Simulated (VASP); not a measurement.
# Te (R-3m) in VASP: notebook

Runs on Te. Level: PBE. Tasks: single point.

Everything below comes from runs of VASP 6.6.1. Logs are shortened: lines on timing, memory, paths and dates and some standing lists are left out, and cuts for length are marked.

### Step 1. The cell of the first run

The structure is trigonal, space group R-3m (No. 166). Conventional cell: a = 3.930 Å, b = 3.930 Å, c = 6.203 Å, α = 90.00°, β = 90.00°, γ = 120.00°. Te (site symmetry -3m) has 12 Te at 3.07 to 3.93 Å within 4.0 Å.

### Step 2. Single point, PBE

INCAR reads:

```
PREC     = Accurate       # precision mode
ENCUT    = 520            # plane-wave cutoff, eV
EDIFF    = 1E-6           # SCF threshold, eV
ISMEAR   = -1             # smearing method
SIGMA    = 0.1            # smearing width, eV
LREAL    = False          # projectors in reciprocal space
LASPH    = True           # aspherical terms in the spheres
NELM     = 80             # most SCF steps
ALGO     = Normal         # electronic algorithm
ISIF     = 2              # what is computed and relaxed
LWAVE    = False          # write WAVECAR
LCHARG   = False          # write CHGCAR
GGA      = PE             # functional
NBANDS   = 13             # bands
```

KPOINTS reads:

```
regular mesh
0
Gamma
  11 11 11
```

POSCAR reads:

```
Te
1.0
    1.9647526116     -1.1343504492      4.1355122189
    0.0000000000      2.2687008984      4.1355122189
   -1.9647526116     -1.1343504492      4.1355122189
Te
2
Direct
    0.2500005673      0.2500005673      0.2500005673
   -0.2500005673     -0.2500005673     -0.2500005673
```

Potentials or basis: VASP PAW PBE potentials, release 64 (Te).

Started as:

```
cat potpaw_PBE.64/Te/POTCAR > POTCAR
mpirun -np 1 vasp_std > vasp.out
```

OUTCAR:

```text
PREC = Accurate
   ENCUT = 520
   EDIFF = 1E-6
   ISMEAR = -1
   LREAL = False
   LASPH = True
   NELM = 80
   ISIF = 2
   GGA = PE

 ion  position               nearest neighbor table
   1  0.250  0.250  0.250-   2 3.07   2 3.07   2 3.07   2 3.07   2 3.07   2 3.07
   2  0.750  0.750  0.750-   1 3.07   1 3.07   1 3.07   1 3.07   1 3.07   1 3.07

  LATTYP: Found a trigonal (rhomboedric) cell.
 ALAT       =     4.7169338642
 COS(alpha) =     0.6530026397

  Lattice vectors:

 A1 = (   1.9647526116,  -1.1343504492,   4.1355122189)
 A2 = (   0.0000000000,   2.2687008984,   4.1355122189)
 A3 = (  -1.9647526116,  -1.1343504492,   4.1355122189)

Analysis of symmetry for initial positions (statically):
=====================================================================
 Subroutine PRICEL returns following result:

  LATTYP: Found a trigonal (rhomboedric) cell.
 ALAT       =     3.0696379767
 COS(alpha) =     0.1806412238

  Lattice vectors:

 A1 = (   1.9647526116,   1.1343504492,   2.0677701859)
 A2 = (  -1.9647526116,   1.1343504492,   2.0677420330)
 A3 = (   0.0000000000,  -2.2687008984,   2.0677701859)

   2 primitive cells build up your supercell.

 Routine SETGRP: Setting up the symmetry group for a
 trigonal (rhombohedral) supercell.

 Subroutine GETGRP returns: Found 12 space group operations
 (whereof 12 operations were pure point group operations)
 out of a pool of 12 trial point group operations.

The static configuration has the point symmetry D_3d.

Analysis of symmetry for dynamics (positions and initial velocities):
=====================================================================
 Subroutine PRICEL returns following result:

  LATTYP: Found a trigonal (rhomboedric) cell.
 ALAT       =     3.0696379767
 COS(alpha) =     0.1806412238

  Lattice vectors:

 A1 = (   1.9647526116,   1.1343504492,   2.0677701859)
 A2 = (  -1.9647526116,   1.1343504492,   2.0677420330)
 A3 = (   0.0000000000,  -2.2687008984,   2.0677701859)

   2 primitive cells build up your supercell.

 Routine SETGRP: Setting up the symmetry group for a
 trigonal (rhombohedral) supercell.

 Subroutine GETGRP returns: Found 12 space group operations
 (whereof 12 operations were pure point group operations)
 out of a pool of 12 trial point group operations.

The dynamic configuration has the point symmetry D_3d.

 Subroutine INISYM returns: Found 12 space group operations
 (whereof 12 operations are pure point group operations),
 and found     2 'primitive' translations

----------------------------------------------------------------------------------------

                                     Primitive cell

  volume of cell :      27.6507

  direct lattice vectors                    reciprocal lattice vectors
     1.964752612  1.134350449  2.067770186     0.254483810  0.146927630  0.161204977
    -1.964752612  1.134350449  2.067742033    -0.254486120  0.146927630  0.161204977
     0.000000000 -2.268700898  2.067770186    -0.000001155 -0.293853260  0.161204977

  length of vectors
     3.069637977  3.069619012  3.069637977     0.335166799  0.335168552  0.335166799

  position of ions in fractional coordinates (direct lattice)
     0.500000000  0.500000000  0.500000000

  ion indices of the primitive-cell ions
   primitive index   ion index
                 1           1

----------------------------------------------------------------------------------------

 KPOINTS: regular mesh

Automatic generation of k-mesh.
 Grid dimensions read from file:
 generate k-points for:   11   11   11

 Generating k-lattice:

  Cartesian coordinates                     Fractional coordinates (reciprocal lattice)
     0.023134997 -0.013356997  0.007327516     0.090909091  0.000000000  0.000000000
     0.000000000  0.026713993  0.007327516     0.000000000  0.090909091  0.000000000
    -0.023134997 -0.013356997  0.007327516     0.000000000  0.000000000  0.090909091

  Length of vectors
     0.027700721  0.027700721  0.027700721

  Shift w.r.t. Gamma in fractional coordinates (k-lattice)
     0.000000000  0.000000000  0.000000000

 Subroutine IBZKPT returns following result:
 ===========================================

 Found    146 irreducible k-points:

 Following reciprocal coordinates:
            Coordinates               Weight
  0.000000  0.000000  0.000000      1.000000
  0.090909  0.000000 -0.000000      6.000000
  0.181818  0.000000  0.000000      6.000000
  0.272727  0.000000 -0.000000      6.000000
  0.363636  0.000000 -0.000000      6.000000
  0.454545  0.000000 -0.000000      6.000000
[... 16 lines left out ...]
 -0.272727  0.181818  0.000000     12.000000
 -0.181818  0.181818  0.000000      6.000000
 [... further k-points ...]
   k-points           NKPTS =    146   k-points in BZ     NKDIM =    146   number of bands    NBANDS=     13
   number of dos      NEDOS =    301   number of ions     NIONS =      2
   total plane-waves  NPLWV =  46656
   dimension x,y,z NGX =    36 NGY =   36 NGZ =   36
   dimension x,y,z NGXF=    72 NGYF=   72 NGZF=   72
   ions per type =               2
   NGX,Y,Z   is equivalent  to a cutoff of  12.69, 12.69, 12.69 a.u.
   NGXF,Y,Z  is equivalent  to a cutoff of  25.38, 25.38, 25.38 a.u.
 SYSTEM =  unknown system
   PREC   = accura    normal or accurate (medium, high low for compatibility)
   ISTART =      0    job   : 0-new  1-cont  2-samecut
   ICHARG =      2    charge: 1-file 2-atom 10-const
   ISPIN  =      1    spin polarized calculation?
   LNONCOLLINEAR =      F non collinear calculations
   LSORBIT =      F    spin-orbit coupling
   LASPH  =      T    aspherical Exc in radial PAW
   ENCUT  =  520.0 eV  38.22 Ry    6.18 a.u.   8.77  8.77  8.77*2*pi/ulx,y,z
   NELM   =     80;   NELMIN=  2; NELMDL= -5     # of ELM steps
   EDIFF  = 0.1E-05   stopping-criterion for ELM
   LREAL  =      F    real-space projection
   EDIFFG = 0.1E-04   stopping-criterion for IOM
   NSW    =      0    number of steps for IOM
   IBRION =     -1    ionic relax: 0-MD 1-quasi-New 2-CG
   NFREE  =      0    steps in history (QN), initial steepest desc. (CG)
   ISIF   =      2    stress and relaxation
   ISYM   =      2    0-nonsym 1-usesym 2-fastsym
   POTIM  = 0.5000    time-step for ionic-motion
   TEBEG  =    0.0;   TEEND  =   0.0 temperature during run
   PSTRESS=    0.0 pullay stress
   NELECT =      12.0000    total number of electrons
   NUPDOWN=      -1.0000    fix difference up-down
   EMIN   =  10.00;   EMAX   =-10.00  energy-range for DOS
   EFERMI =   0.00;   METHOD = LEGACY
   ISMEAR =    -1;   SIGMA  =   0.10  broadening in eV -4-tet -1-fermi 0-gaus
   EFERMI_NEDOS =   21; number of points for ismear=-14 and -15
   IALGO  =     38    algorithm
   IMIX   =      4    mixing-type and parameters
     AMIX     =   0.40;   BMIX     =  1.00
     AMIX_MAG =   1.60;   BMIX_MAG =  1.00
  volume/ion in A,a.u.               =      27.65       186.60
  Fermi-wavevector in a.u.,A,eV,Ry     =   0.983762  1.859041 13.167549  0.967788
  Thomas-Fermi vector in A             =   2.114944
   LORBIT       =      0    0 simple, 1 ext, 2 COOP (PROOUT), +10 PAW based schemes
   GGA     = PE    functional components
   LHFCALC =     F    Hartree Fock is set to
   AEXX    =    0.0000 exact exchange contribution
   IVDW    =     0    specifies the selected vdW correction
   LEPSILON=     F    determine dielectric tensor
   LRPA    =     F    only Hartree local field effects (RPA)
 non-spin polarized calculation
  energy-cutoff  :      520.00
  volume of cell :       55.30
 maximum number of plane-waves:      1518
   NGX = 17   NGY = 17   NGZ = 17

 number of electron      12.0000000 magnetization

 Free energy of the ion-electron system (eV)
  ---------------------------------------------------
  ext. energy  EPLUGINS =         0.00000000
  ---------------------------------------------------
  free energy    TOTEN  =        -5.94208184 eV

  energy without entropy =       -5.90903916  energy(sigma->0) =       -5.92556050

 E-fermi :   8.6050     XC(G=0): -10.0771

 val. band max:        8.5982521276   @ k =   0.1818   0.0000   0.0000
 cond. band min:       8.6081513043   @ k =  -0.4545   0.3636   0.3636
 fundamental gap:      0.0098991767
 Fermi energy:         8.6050245701

 k-point     1 :       0.0000    0.0000    0.0000
  band No.  band energies     occupation
      1      -6.1410      2.00000
      2       0.3829      2.00000
      3       3.4060      2.00000
      4       6.4786      2.00000
      5       6.4786      2.00000
      6      10.0640      0.00000
      7      10.0640      0.00000
      8      11.2495      0.00000
      9      11.8953      0.00000
     10      13.9598      0.00000
     11      13.9598      0.00000
     12      15.0876      0.00000
     13      15.0876      0.00000

 k-point     2 :       0.0909    0.0000   -0.0000
  band No.  band energies     occupation
      1      -6.0410      2.00000
      2       0.2167      2.00000
      3       3.5480      2.00000
      4       6.2218      2.00000
      5       6.4477      2.00000
      6       9.6164      0.00008
      7       9.7329      0.00003
      8      10.7404      0.00000
      9      12.2775      0.00000
     10      13.5399      0.00000
     11      14.2055      0.00000
     12      15.5866      0.00000
     13      15.8179      0.00000

 k-point     3 :       0.1818    0.0000    0.0000
  band No.  band energies     occupation
      1      -5.7430      2.00000
      2      -0.2553      2.00000
      3       3.8961      2.00000
      4       5.7605      2.00000
      5       6.3850      2.00000
      6       8.5983      1.03385
      7       9.0082      0.03486
      8       9.7981      0.00001
      9      12.6277      0.00000
     10      13.7630      0.00000
     11      14.9110      0.00000
     12      16.8067      0.00000
     13      17.2762      0.00000
[... 305 lines left out ...]
 k-point    23 :      -0.2727    0.1818    0.0000
  band No.  band energies     occupation
      1      -4.4694      2.00000
      2      -1.6669      2.00000
      3       3.6964      2.00000
      4       5.5820      2.00000
      5       5.9325      2.00000
      6       6.0782      2.00000
      7       6.6712      2.00000
      8      11.1884      0.00000
      9      13.2666      0.00000
     10      15.0080      0.00000
     11      17.1571      0.00000
     12      18.4762      0.00000
     13      20.0036      0.00000

 k-point    24 :      -0.1818    0.1818    0.0000
  band No.  band energies     occupation
      1      -5.0656      2.00000
      2      -0.9583      2.00000
      3       3.8550      2.00000
      4       5.8949      2.00000
      5       6.0737      2.00000
      6       6.5786      2.00000
      7       6.7957      2.00000
      8      11.2397      0.00000
      9      13.0180      0.00000
     10      13.9563      0.00000
     11      16.3572      0.00000
     12      18.2199      0.00000
     13      19.8133      0.00000

 [... further k-points ...]
[... 5 lines left out ...]
  --------------------------------------------------------------------------------------
  -------------------------------------------------------------------------------------
  Total        3.0912153      3.0912153      3.1101813     -0.0000000     -0.0000000      0.0000000
  in kB       89.5579522     89.5579522     90.1074300     -0.0000000     -0.0000000      0.0000000
  external PRESSURE =      89.7411115 kB  Pullay stress =       0.0000000 kB

 VOLUME and BASIS-vectors are now :
 -----------------------------------------------------------------------------
  energy-cutoff  :      520.00
  volume of cell :       55.30
      direct lattice vectors                 reciprocal lattice vectors
     1.964752612 -1.134350449  4.135512219     0.254484965 -0.146926963  0.080602672
     0.000000000  2.268700898  4.135512219     0.000000000  0.293853926  0.080602672
    -1.964752612 -1.134350449  4.135512219    -0.254484965 -0.146926963  0.080602672

 POSITION                                       TOTAL-FORCE (eV/Angst)
 -----------------------------------------------------------------------------------
      0.00000      0.00000      3.10164         0.000000      0.000000     -0.000000
      0.00000      0.00000      9.30490         0.000000      0.000000      0.000000
 -----------------------------------------------------------------------------------
    total drift:                                0.000000     -0.000000     -0.000000

  FREE ENERGIE OF THE ION-ELECTRON SYSTEM (eV)
  ---------------------------------------------------
  free  energy   TOTEN  =        -5.9420818429 eV

  energy  without entropy=       -5.9090391637  energy(sigma->0) =       -5.92556050
```

It took 37 s on 1 thread of Intel Xeon Platinum 8559C (Emerald Rapids), shared host; peak memory 0.25 GiB.

Results:

| Item | Value |
| --- | --- |
| Free energy | -5.9421 eV |
| Pressure | 9.0 GPa |
| Band gap on the k mesh | zero (band 6 reaches 10.81 eV, above the bottom of band 7 at 6.67 eV) |

Levels at points of the mesh, in eV from the Fermi level:
| k point | band 4 | band 5 | band 6 | band 7 | band 8 | band 9 |
| --- | --- | --- | --- | --- | --- | --- |
| (0.00, 0.00, 0.00) | -2.13 | -2.13 | 1.46 | 1.46 | 2.64 | 3.29 |

Caveat: spin-orbit coupling is left out, which moves the levels of the heavy elements.

[end of part 1 of 2]
